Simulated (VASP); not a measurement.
## Cu: single point with PBE

Cu:

```
CELL_PARAMETERS angstrom
2.95106 0.00000 0.00000
0.00000 2.95106 0.00000
0.00000 0.00000 2.84188
ATOMIC_POSITIONS crystal
Cu 0.00000 0.00000 0.00000
Cu 0.50000 0.50000 0.50000
```

This cell differs from its parent crystal: strain along c alone, the other axes held: +3.0 %.

| Item | Value |
| --- | --- |
| Program | VASP 6.6.1 |
| Task | single point |
| Functional | PBE |
| Potentials or basis | VASP PAW PBE potentials, release 64 (Cu_sv_GW) |
| Cutoff | 700 eV |
| k mesh | 14 × 14 × 16 |
| Occupations | gaussian, width 0.1 eV |
| Spin | no spin polarisation |

- Pressure: -8.3 GPa
- Band gap on the k mesh: zero (band 19 reaches 13.16 eV, above the bottom of band 20 at 5.68 eV)

Levels at points of the mesh, in eV from the Fermi level:
```
           k point  band 17  band 18  band 19  band 20  band 21  band 22
(0.00, 0.00, 0.00)    -1.48    -1.48    -1.44     7.48     7.48     8.86
(0.50, 0.00, 0.00)    -2.19    -2.19    -1.36    -1.36    13.53    13.53
(0.50, 0.50, 0.00)    -1.32    -1.32    -0.71    -0.71     3.82     3.82
(0.00, 0.00, 0.50)    -2.23    -2.23    -1.09    -1.09    13.92    13.92
(0.50, 0.00, 0.50)    -1.30    -1.30    -0.44    -0.44     4.21     4.21
(0.50, 0.50, 0.50)    -1.84    -1.84     6.12     6.12     6.38     6.38
```

It took 3.9 min on 1 thread of Intel(R) Xeon(R) Platinum 8375C CPU @ 2.90GHz (Ice Lake) (shared host), peak memory 0.41 GiB.

Caveat: the cell differs from its parent crystal (strain along c alone, the other axes held: +3.0 %).
